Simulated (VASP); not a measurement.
Wanted: the native input for a VASP 6.6.1 run.

| Property | Result |
| --- | --- |
| Task | single point |
| Functional | r2SCAN |
| Potentials or basis | VASP PAW PBE potentials, release 64 (Cd_sv_GW, F) |
| Cutoff | 770 eV |
| k mesh | 4 × 4 × 4 |
| Occupations | gaussian, width 0.01 eV |
| Spin | no spin polarisation |
| Dipole correction | no |
| Further INCAR settings | ALGO = Normal; EDIFF = 1e-06; NBANDS = 24 |

The system is CdF2.

```
Cd F
1.0
     0.00000    2.62851    2.62851
     2.62851    0.00000    2.62851
     2.62851    2.62851    0.00000
Cd F
1 2
Direct
  0.00000 0.00000 0.00000
  0.25000 0.25000 0.25000
  0.75000 0.75000 0.75000
```

The input as run:

POSCAR

```
CdF2
1.0
    0.0000000000      2.6285118209      2.6285118209
    2.6285118209      0.0000000000      2.6285118209
    2.6285118209      2.6285118209      0.0000000000
Cd F
1 2
Direct
    0.0000000000      0.0000000000      0.0000000000
    0.2500000000      0.2500000000      0.2500000000
    0.7500000000      0.7500000000      0.7500000000
```

INCAR.step1

```
  ALGO = Normal
  EDIFF = 1E-5
  ENCUT = 770
  GGA = PE
  GGA_COMPAT = F
  ISMEAR = 0
  LASPH = T
  LCHARG = F
  LREAL = F
  LWAVE = T
  NBANDS = 24
  NELM = 120
  PREC = Accurate
  SIGMA = 0.01
```

INCAR.step2

```
  ALGO = Normal
  EDIFF = 1E-6
  ENCUT = 770
  GGA_COMPAT = F
  ISIF = 2
  ISMEAR = 0
  ISTART = 1
  LASPH = T
  LCHARG = T
  LELF = T
  LMIXTAU = T
  LREAL = F
  LVHAR = T
  LWAVE = F
  METAGGA = R2SCAN
  NBANDS = 24
  NELM = 120
  PREC = Accurate
  SIGMA = 0.01
```

KPOINTS

```
k-points
0
Gamma
  4 4 4
```

Potentials or basis: VASP PAW PBE potentials, release 64 (Cd_sv_GW, F).

Command:

```sh
$ cat potpaw_PBE.64/Cd_sv_GW/POTCAR potpaw_PBE.64/F/POTCAR > POTCAR
$ cp INCAR.step1 INCAR
$ mpirun -np 1 vasp_std > vasp.out
$ cp INCAR.step2 INCAR
$ mpirun -np 1 vasp_std > vasp.out
```

Results of the run:

```
Pressure               : 9.5 GPa
Band gap on the k mesh : 4.06 eV (least direct gap 4.47 eV)
```

Caveat: the k points lie up to 0.52 Å⁻¹ apart; the PAW data sets were made with another functional, which shifts forces and pressure a little.

It took 100 s on 1 thread of Intel(R) Xeon(R) Platinum 8375C CPU @ 2.90GHz (Ice Lake) (shared host), peak memory 0.23 GiB.
